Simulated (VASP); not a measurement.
C: G0W0 quasiparticle levels with PBE

C:

```
C
1.0
     0.00000    1.78350    1.78350
     1.78350    0.00000    1.78350
     1.78350    1.78350    0.00000
C
2
Direct
  0.00000 0.00000 0.00000
  0.25000 0.25000 0.25000
```

```yaml
Program: VASP 6.6.1
Task: G0W0 quasiparticle levels
Functional: PBE
Potentials_or_basis: VASP PAW PBE potentials, release 64 (C_GW)
Cutoff: 500 eV
k_mesh: 2 × 2 × 2
Occupations: gaussian, width 0.01 eV
Spin: no spin polarisation
Dipole_correction: no
GW_scheme: G0W0
GW_iterations: 1
Cutoff_of_the_response_function: 180
Frequency_points: 48
Empty_bands: 110
Further_INCAR_settings: ALGO = EVGW0; EDIFF = 1e-08; NBANDS = 114
```

```
Band gap on the k mesh, mean-field level : 4.56 eV, indirect (least direct gap 5.50 eV)
Quasiparticle gap                        : 5.37 eV
Least direct quasiparticle gap           : 6.99 eV
```

Levels at points of the mesh, in eV from the valence-band top:
```
           k point  band 1  band 2  band 3  band 4  band 5  band 6  band 7  band 8
(0.00, 0.00, 0.00)  -21.63    0.00    0.00    0.00    5.50    5.50    5.50   13.31
(0.50, 0.00, 0.00)  -15.81  -13.53   -2.83   -2.83    8.34    8.34    8.77   15.58
(0.50, 0.50, 0.00)  -12.87  -12.87   -6.38   -6.38    4.56    4.56   16.86   16.86
```

Wall time 11 s on 1 thread of AMD EPYC 7R13, with other jobs on the host, peak memory 0.09 GiB.

Caveat: the k points lie up to 1.53 Å⁻¹ apart; bands, screening cutoff and mesh are small and nothing is extrapolated, so the quasiparticle values aren't converged. A k mesh can miss the band edges.
